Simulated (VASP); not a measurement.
# LiCl (I4/mmm) in VASP: further runs

The runs below take LiCl through single point, with PBE.

Program: VASP 6.6.1. These are calculated values, not measurements. Logs are shortened: lines on timing, memory, paths and dates and some standing lists are left out, and cuts for length are marked.

**1. The cell of the first run**

Symmetry: I4/mmm, No. 139, tetragonal system. Conventional cell: a = 3.536 Å, b = 3.536 Å, c = 5.130 Å, α = 90.00°, β = 90.00°, γ = 90.00°. Li (site symmetry 4/mmm) has 6 Cl at 2.50 to 2.56 Å within 3.3 Å. Cl (site symmetry 4/mmm) has 6 Li at 2.50 to 2.56 Å within 3.3 Å.

**2. Single point, PBE (strain -0.025 along x and y, +0.000 along z)**

File INCAR:

```
  PREC = Accurate
  ENCUT = 520
  EDIFF = 1E-7
  ISMEAR = 0
  SIGMA = 0.05
  LREAL = False
  LASPH = True
  NELM = 80
  ALGO = Normal
  ISIF = 2
  LWAVE = False
  LCHARG = False
  GGA = PE
  NBANDS = 12
```

File KPOINTS:

```
Automatic mesh
0
Gamma
  8 8 8
```

File POSCAR:

```
LiCl
1.0
    0.0000000000      2.5006410000      2.5647600000
    2.5006410000      0.0000000000      2.5647600000
    2.5006410000      2.5006410000      0.0000000000
Li Cl
1 1
Direct
    0.0000000000      0.0000000000      0.0000000000
    0.5000000000      0.5000000000      0.5000000000
```

Potentials or basis: VASP PAW PBE potentials, release 64 (Li_sv, Cl).

Launch:

```
> cat potpaw_PBE.64/Li_sv/POTCAR potpaw_PBE.64/Cl/POTCAR > POTCAR
> mpirun -np 1 vasp_std > vasp.out
```

OUTCAR:

```text
PREC = Accurate
   ENCUT = 520
   EDIFF = 1E-7
   ISMEAR = 0
   LREAL = False
   LASPH = True
   NELM = 80
   ISIF = 2
   GGA = PE

 ion  position               nearest neighbor table
   1  0.000  0.000  0.000-   2 2.50   2 2.50   2 2.50   2 2.50   2 2.56   2 2.56
   2  0.500  0.500  0.500-   1 2.50   1 2.50   1 2.50   1 2.50   1 2.56   1 2.56

  LATTYP: Found a body centered tetragonal cell.
 ALAT       =     3.5364404168
 C/A-ratio  =     1.4504754486

  Lattice vectors:

 A1 = (  -2.5006410000,   0.0000000000,   2.5647600000)
 A2 = (   2.5006410000,   0.0000000000,   2.5647600000)
 A3 = (   0.0000000000,   2.5006410000,  -2.5647600000)

Analysis of symmetry for initial positions (statically):
=====================================================================
 Subroutine PRICEL returns:
 Original cell was already a primitive cell.

 Routine SETGRP: Setting up the symmetry group for a
 body centered tetragonal supercell.

 Subroutine GETGRP returns: Found 16 space group operations
 (whereof 16 operations were pure point group operations)
 out of a pool of 16 trial point group operations.

The static configuration has the point symmetry D_4h.

Analysis of symmetry for dynamics (positions and initial velocities):
=====================================================================
 Subroutine PRICEL returns:
 Original cell was already a primitive cell.

 Routine SETGRP: Setting up the symmetry group for a
 body centered tetragonal supercell.

 Subroutine GETGRP returns: Found 16 space group operations
 (whereof 16 operations were pure point group operations)
 out of a pool of 16 trial point group operations.

The dynamic configuration has the point symmetry D_4h.

 Subroutine INISYM returns: Found 16 space group operations
 (whereof 16 operations are pure point group operations),
 and found     1 'primitive' translations

----------------------------------------------------------------------------------------

                                     Primitive cell

  volume of cell :      32.0759

  direct lattice vectors                    reciprocal lattice vectors
     0.000000000  2.500641000  2.564760000    -0.199948733  0.199948733  0.194950015
     2.500641000  0.000000000  2.564760000     0.199948733 -0.199948733  0.194950015
     2.500641000  2.500641000  0.000000000     0.199948733  0.199948733 -0.194950015

  length of vectors
     3.582066341  3.582066341  3.536440417     0.343459605  0.343459605  0.343459605

  position of ions in fractional coordinates (direct lattice)
     0.000000000  0.000000000  0.000000000
     0.500000000  0.500000000  0.500000000

  ion indices of the primitive-cell ions
   primitive index   ion index
                 1           1
                 2           2

----------------------------------------------------------------------------------------

 KPOINTS: Automatic mesh

Automatic generation of k-mesh.
 Grid dimensions read from file:
 generate k-points for:    8    8    8

 Generating k-lattice:

  Cartesian coordinates                     Fractional coordinates (reciprocal lattice)
    -0.024993592  0.024993592  0.024368752     0.125000000  0.000000000  0.000000000
     0.024993592 -0.024993592  0.024368752     0.000000000  0.125000000  0.000000000
     0.024993592  0.024993592 -0.024368752    -0.000000000 -0.000000000  0.125000000

  Length of vectors
     0.042932451  0.042932451  0.042932451

  Shift w.r.t. Gamma in fractional coordinates (k-lattice)
     0.000000000  0.000000000  0.000000000

 Subroutine IBZKPT returns following result:
 ===========================================

 Found     59 irreducible k-points:

 Following reciprocal coordinates:
            Coordinates               Weight
  0.000000  0.000000  0.000000      1.000000
  0.125000 -0.000000  0.000000      8.000000
  0.250000 -0.000000  0.000000      8.000000
  0.375000  0.000000  0.000000      8.000000
  0.500000 -0.000000  0.000000      4.000000
  0.125000  0.125000  0.000000      2.000000
[... 16 lines left out ...]
  0.250000  0.000000  0.125000     16.000000
  0.375000  0.000000  0.125000     16.000000
 [... further k-points ...]
   k-points           NKPTS =     59   k-points in BZ     NKDIM =     59   number of bands    NBANDS=     12
   number of dos      NEDOS =    301   number of ions     NIONS =      2
   total plane-waves  NPLWV =  21952
   dimension x,y,z NGX =    28 NGY =   28 NGZ =   28
   dimension x,y,z NGXF=    56 NGYF=   56 NGZF=   56
   ions per type =               1   1
   NGX,Y,Z   is equivalent  to a cutoff of  12.99, 12.99, 13.16 a.u.
   NGXF,Y,Z  is equivalent  to a cutoff of  25.99, 25.99, 26.33 a.u.
 SYSTEM =  unknown system
   PREC   = accura    normal or accurate (medium, high low for compatibility)
   ISTART =      0    job   : 0-new  1-cont  2-samecut
   ICHARG =      2    charge: 1-file 2-atom 10-const
   ISPIN  =      1    spin polarized calculation?
   LNONCOLLINEAR =      F non collinear calculations
   LSORBIT =      F    spin-orbit coupling
   LASPH  =      T    aspherical Exc in radial PAW
   ENCUT  =  520.0 eV  38.22 Ry    6.18 a.u.   6.66  6.66  6.58*2*pi/ulx,y,z
   NELM   =     80;   NELMIN=  2; NELMDL= -5     # of ELM steps
   EDIFF  = 0.1E-06   stopping-criterion for ELM
   LREAL  =      F    real-space projection
   EDIFFG = 0.1E-05   stopping-criterion for IOM
   NSW    =      0    number of steps for IOM
   IBRION =     -1    ionic relax: 0-MD 1-quasi-New 2-CG
   NFREE  =      0    steps in history (QN), initial steepest desc. (CG)
   ISIF   =      2    stress and relaxation
   ISYM   =      2    0-nonsym 1-usesym 2-fastsym
   POTIM  = 0.5000    time-step for ionic-motion
   TEBEG  =    0.0;   TEEND  =   0.0 temperature during run
   PSTRESS=    0.0 pullay stress
   NELECT =      10.0000    total number of electrons
   NUPDOWN=      -1.0000    fix difference up-down
   EMIN   =  10.00;   EMAX   =-10.00  energy-range for DOS
   EFERMI =   0.00;   METHOD = LEGACY
   ISMEAR =     0;   SIGMA  =   0.05  broadening in eV -4-tet -1-fermi 0-gaus
   EFERMI_NEDOS =   21; number of points for ismear=-14 and -15
   IALGO  =     38    algorithm
   IMIX   =      4    mixing-type and parameters
     AMIX     =   0.40;   BMIX     =  1.00
     AMIX_MAG =   1.60;   BMIX_MAG =  1.00
  volume/ion in A,a.u.               =      16.04       108.23
  Fermi-wavevector in a.u.,A,eV,Ry     =   1.110065  2.097718 16.765698  1.232244
  Thomas-Fermi vector in A             =   2.246612
   LORBIT       =      0    0 simple, 1 ext, 2 COOP (PROOUT), +10 PAW based schemes
   GGA     = PE    functional components
   LHFCALC =     F    Hartree Fock is set to
   AEXX    =    0.0000 exact exchange contribution
   IVDW    =     0    specifies the selected vdW correction
   LEPSILON=     F    determine dielectric tensor
   LRPA    =     F    only Hartree local field effects (RPA)
 non-spin polarized calculation
 Gauss-broadening in eV      SIGMA  =   0.05
  energy-cutoff  :      520.00
  volume of cell :       32.08
 maximum number of plane-waves:       889
   NGX = 13   NGY = 13   NGZ = 13

 number of electron      10.0000000 magnetization

 number of electron       9.9999995 magnetization

 Free energy of the ion-electron system (eV)
  ---------------------------------------------------
  ext. energy  EPLUGINS =         0.00000000
  ---------------------------------------------------
  free energy    TOTEN  =        -7.37053792 eV

  energy without entropy =       -7.37053792  energy(sigma->0) =       -7.37053792

 E-fermi :   1.3153     XC(G=0):  -8.9504

 val. band max:        1.0146625313   @ k =   0.0000   0.0000   0.0000
 cond. band min:       7.6132369206   @ k =   0.0000   0.0000   0.0000
 fundamental gap:      6.5985743893
 Fermi energy:         1.3152975326

 k-point     1 :       0.0000    0.0000    0.0000
  band No.  band energies     occupation
      1     -42.4667      2.00000
      2     -12.6112      2.00000
      3       0.9473      2.00000
      4       0.9473      2.00000
      5       1.0147      2.00000
      6       7.6132      0.00000
      7      12.8002      0.00000
      8      13.0292      0.00000
      9      13.0292      0.00000
     10      15.4596      0.00000
     11      15.5308      0.00000
     12      15.9380      0.00000

 k-point     2 :       0.1250   -0.0000    0.0000
  band No.  band energies     occupation
      1     -42.4662      2.00000
      2     -12.5273      2.00000
      3       0.4054      2.00000
      4       0.9117      2.00000
      5       0.9402      2.00000
      6       8.0732      0.00000
      7      12.1887      0.00000
      8      12.7573      0.00000
      9      13.0101      0.00000
     10      14.1199      0.00000
     11      14.2845      0.00000
     12      16.2686      0.00000

 k-point     3 :       0.2500   -0.0000    0.0000
  band No.  band energies     occupation
      1     -42.4649      2.00000
      2     -12.3124      2.00000
      3      -0.7220      2.00000
      4       0.8154      2.00000
      5       0.8310      2.00000
      6       8.3862      0.00000
      7      11.5930      0.00000
      8      11.8660      0.00000
      9      12.1923      0.00000
     10      15.0501      0.00000
     11      15.0546      0.00000
     12      16.8706      0.00000
[... 286 lines left out ...]
 k-point    23 :       0.2500    0.0000    0.1250
  band No.  band energies     occupation
      1     -42.4649      2.00000
      2     -12.3208      2.00000
      3      -0.4186      2.00000
      4       0.5824      2.00000
      5       0.6832      2.00000
      6       8.9960      0.00000
      7      11.2865      0.00000
      8      11.4607      0.00000
      9      12.6459      0.00000
     10      13.8433      0.00000
     11      16.0256      0.00000
     12      17.5276      0.00000

 k-point    24 :       0.3750    0.0000    0.1250
  band No.  band energies     occupation
      1     -42.4636      2.00000
      2     -12.0853      2.00000
      3      -1.3909      2.00000
      4       0.4798      2.00000
      5       0.4921      2.00000
      6       8.7736      0.00000
      7      10.6294      0.00000
      8      11.6586      0.00000
      9      12.2927      0.00000
     10      15.3957      0.00000
     11      17.5453      0.00000
     12      18.3846      0.00000

 [... further k-points ...]

------------------------ aborting loop because EDIFF is reached ----------------------------------------

  FORCE on cell =-STRESS in cart. coord.  units (eV):
  Direction    XX          YY          ZZ          XY          YZ          ZX
  --------------------------------------------------------------------------------------
  -------------------------------------------------------------------------------------
  Total        0.5165426      0.5165426      0.2944810      0.0000000      0.0000000      0.0000000
  in kB       25.8010441     25.8010441     14.7091796      0.0000000      0.0000000      0.0000000
  external PRESSURE =      22.1037559 kB  Pullay stress =       0.0000000 kB

 VOLUME and BASIS-vectors are now :
 -----------------------------------------------------------------------------
  energy-cutoff  :      520.00
  volume of cell :       32.08
      direct lattice vectors                 reciprocal lattice vectors
     0.000000000  2.500641000  2.564760000    -0.199948733  0.199948733  0.194950015
     2.500641000  0.000000000  2.564760000     0.199948733 -0.199948733  0.194950015
     2.500641000  2.500641000  0.000000000     0.199948733  0.199948733 -0.194950015

 POSITION                                       TOTAL-FORCE (eV/Angst)
 -----------------------------------------------------------------------------------
      0.00000      0.00000      0.00000        -0.000000      0.000000      0.000000
      2.50064      2.50064      2.56476         0.000000      0.000000     -0.000000
 -----------------------------------------------------------------------------------
    total drift:                                0.000000      0.000000      0.000000

  FREE ENERGIE OF THE ION-ELECTRON SYSTEM (eV)
  ---------------------------------------------------
  free  energy   TOTEN  =        -7.3705379178 eV

  energy  without entropy=       -7.3705379178  energy(sigma->0) =       -7.37053792
```

Run time: 49 s. Hardware: 1 thread of AMD EPYC 7R13, shared host; peak memory 0.13 GiB.

What came out:

* Free energy: -7.3705 eV
* Band gap on the k mesh: 6.60 eV

Levels at points of the mesh, in eV from the valence-band top:
```csv
k point,band 3,band 4,band 5,band 6,band 7,band 8
"(0.00, 0.00, 0.00)",-0.07,-0.07,0.00,6.60,11.79,12.01
"(0.50, 0.00, 0.00)",-3.07,-0.36,-0.29,6.76,9.38,9.58
"(0.50, 0.50, 0.00)",-3.18,-1.18,-1.18,8.01,8.25,12.60
"(0.50, 0.00, 0.50)",-3.17,-1.36,-1.18,7.94,8.13,12.96
```

Caveat: the cell differs from its parent crystal (strain -0.025 along x and y, +0.000 along z); the cutoff is under 1.25 times the usual one of these potentials, so pressure, stress and relaxed cells hold a basis-set (Pulay) error.

**3. Single point, PBE (strain -0.025 along x and y, +0.025 along z)**

File INCAR:

```
SYSTEM = LiCl
PREC = Accurate
ENCUT = 520
EDIFF = 1E-7
ISMEAR = 0
SIGMA = 0.05
LREAL = .False.
LASPH = .True.
NELM = 80
ALGO = Normal
ISIF = 2
LWAVE = .False.
LCHARG = .False.
GGA = PE
NBANDS = 12
```

File KPOINTS:

```
Automatic mesh
0
Gamma
  8 8 8
  0 0 0
```

File POSCAR:

```
LiCl
1.0
    0.0000000000      2.5006410000      2.6288790000
    2.5006410000      0.0000000000      2.6288790000
    2.5006410000      2.5006410000      0.0000000000
Li Cl
1 1
Direct
    0.0000000000      0.0000000000      0.0000000000
    0.5000000000      0.5000000000      0.5000000000
```

Potentials or basis: VASP PAW PBE potentials, release 64 (Li_sv, Cl).

Launch:

```
> cat potpaw_PBE.64/Li_sv/POTCAR potpaw_PBE.64/Cl/POTCAR > POTCAR
> mpirun -np 1 vasp_std > vasp.out
```

OUTCAR:

```text
SYSTEM = LiCl
   PREC = Accurate
   ENCUT = 520
   EDIFF = 1E-7
   ISMEAR = 0
   LREAL = .False.
   LASPH = .True.
   NELM = 80
   ISIF = 2
   GGA = PE

 ion  position               nearest neighbor table
   1  0.000  0.000  0.000-   2 2.50   2 2.50   2 2.50   2 2.50   2 2.63   2 2.63
   2  0.500  0.500  0.500-   1 2.50   1 2.50   1 2.50   1 2.50   1 2.63   1 2.63

  LATTYP: Found a body centered tetragonal cell.
 ALAT       =     3.5364404168
 C/A-ratio  =     1.4867373348

  Lattice vectors:

 A1 = (  -2.5006410000,   0.0000000000,   2.6288790000)
[... 547 lines left out ...]

  FORCE on cell =-STRESS in cart. coord.  units (eV):
  Direction    XX          YY          ZZ          XY          YZ          ZX
  --------------------------------------------------------------------------------------
  -------------------------------------------------------------------------------------
  Total        0.4059820      0.4059820      0.0305911      0.0000000      0.0000000     -0.0000000
  in kB       19.7839976     19.7839976      1.4907424      0.0000000      0.0000000     -0.0000000
  external PRESSURE =      13.6862459 kB  Pullay stress =       0.0000000 kB

 VOLUME and BASIS-vectors are now :
 -----------------------------------------------------------------------------
  energy-cutoff  :      520.00
  volume of cell :       32.88
      direct lattice vectors                 reciprocal lattice vectors
     0.000000000  2.500641000  2.628879000    -0.199948733  0.199948733  0.190195136
     2.500641000  0.000000000  2.628879000     0.199948733 -0.199948733  0.190195136
     2.500641000  2.500641000  0.000000000     0.199948733  0.199948733 -0.190195136

 POSITION                                       TOTAL-FORCE (eV/Angst)
 -----------------------------------------------------------------------------------
      0.00000      0.00000      0.00000         0.000000      0.000000      0.000000
      2.50064      2.50064      2.62888        -0.000000     -0.000000     -0.000000
 -----------------------------------------------------------------------------------
    total drift:                                0.000000      0.000000      0.000000

  FREE ENERGIE OF THE ION-ELECTRON SYSTEM (eV)
  ---------------------------------------------------
  free  energy   TOTEN  =        -7.3748925949 eV

  energy  without entropy=       -7.3748925949  energy(sigma->0) =       -7.37489259
```

OSZICAR:

```text
N       E                     dE             d eps       ncg     rms          rms(c)
DAV:   1     0.430403595210E+02    0.43040E+02   -0.40109E+03  1416   0.760E+02
DAV:   2    -0.490988419095E+01   -0.47950E+02   -0.45017E+02  1840   0.147E+02
DAV:   3    -0.737754556773E+01   -0.24677E+01   -0.24584E+01  1848   0.345E+01
DAV:   4    -0.743809805660E+01   -0.60552E-01   -0.60520E-01  2004   0.555E+00
DAV:   5    -0.743883252667E+01   -0.73447E-03   -0.73445E-03  1860   0.503E-01    0.242E+00
DAV:   6    -0.736951860257E+01    0.69314E-01   -0.14624E-01  1804   0.180E+00    0.173E+00
DAV:   7    -0.737091189130E+01   -0.13933E-02   -0.49153E-02  2156   0.117E+00    0.935E-01
DAV:   8    -0.737488122866E+01   -0.39693E-02   -0.62344E-03  1648   0.543E-01    0.157E-01
DAV:   9    -0.737483824079E+01    0.42988E-04   -0.19127E-04  1828   0.966E-02    0.505E-02
DAV:  10    -0.737488752132E+01   -0.49281E-04   -0.10642E-04  1652   0.699E-02    0.450E-02
DAV:  11    -0.737489216440E+01   -0.46431E-05   -0.11898E-05  1892   0.219E-02    0.285E-03
DAV:  12    -0.737489269157E+01   -0.52717E-06   -0.36984E-07  1756   0.471E-03    0.342E-03
DAV:  13    -0.737489259486E+01    0.96715E-07   -0.94853E-08  1640   0.202E-03
   1 F= -.73748926E+01 E0= -.73748926E+01  d E =-.766785E-12
```

It took 46 s on 1 thread of AMD EPYC 7R13, shared host; peak memory 0.13 GiB.

What came out:

* Free energy: -7.3749 eV
* Band gap on the k mesh: 6.42 eV

Levels at points of the mesh, in eV from the valence-band top:
```tsv
k point	band 2	band 3	band 4	band 5	band 6	band 7	band 8	band 9
(0.00, 0.00, 0.00)	-13.57	-0.12	-0.12	0.00	6.42	11.61	12.05	12.05
(0.50, 0.00, 0.00)	-12.96	-2.99	-0.41	-0.27	6.70	9.27	9.64	13.17
(0.50, 0.50, 0.00)	-12.76	-3.09	-1.12	-1.12	7.98	8.34	12.13	14.52
(0.50, 0.00, 0.50)	-12.66	-3.09	-1.45	-1.11	7.85	8.12	12.84	13.64
```

Caveat: the cell differs from its parent crystal (strain -0.025 along x and y, +0.025 along z); the cutoff is under 1.25 times the usual one of these potentials, so pressure, stress and relaxed cells hold a basis-set (Pulay) error.

(Continued in part 2 of 2.)
